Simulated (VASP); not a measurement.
A run of VASP 6.6.1:

INCAR

```
SYSTEM = CoSi2
PREC     = Accurate       ! precision mode
ENCUT    = 520            ! plane-wave cutoff, eV
EDIFF    = 1E-6           ! SCF threshold, eV
ISMEAR   = 0              ! smearing method
SIGMA    = 0.1            ! smearing width, eV
LREAL    = .FALSE.        ! projectors in reciprocal space
LASPH    = .TRUE.         ! aspherical terms in the spheres
NELM     = 80             ! most SCF steps
ALGO     = Normal         ! electronic algorithm
ISIF     = 2              ! what is computed and relaxed
LWAVE    = .FALSE.        ! write WAVECAR
LCHARG   = .FALSE.        ! write CHGCAR
GGA      = PS             ! functional
NBANDS   = 16             ! bands
```

File KPOINTS:

```
regular mesh
0
G
  14 14 14
  0 0 0
```

File POSCAR:

```
CoSi2
1.0
    0.0000000000      2.7083347654      2.7083347654
    2.7083347654      0.0000000000      2.7083347654
    2.7083347654      2.7083347654      0.0000000000
Co Si
1 2
Direct
    0.0000000000      0.0000000000      0.0000000000
    0.2500000000      0.2500000000      0.2500000000
    0.7500000000      0.7500000000      0.7500000000
```

Potentials or basis: VASP PAW PBE potentials, release 64 (Co, Si).

The run is started by

```console
$ cat potpaw_PBE.64/Co/POTCAR potpaw_PBE.64/Si/POTCAR > POTCAR
$ mpirun -np 1 vasp_std > vasp.out
```

Hardware: 1 thread of AMD EPYC 9R14 (Zen 4), with other jobs on the host.

Task: Estimate the wall time of this run.

Result: Run time: 39 s on 1 thread of AMD EPYC 9R14 (Zen 4), with other jobs on the host, peak memory 0.17 GiB. Counts: scf iterations 14, k points 104.
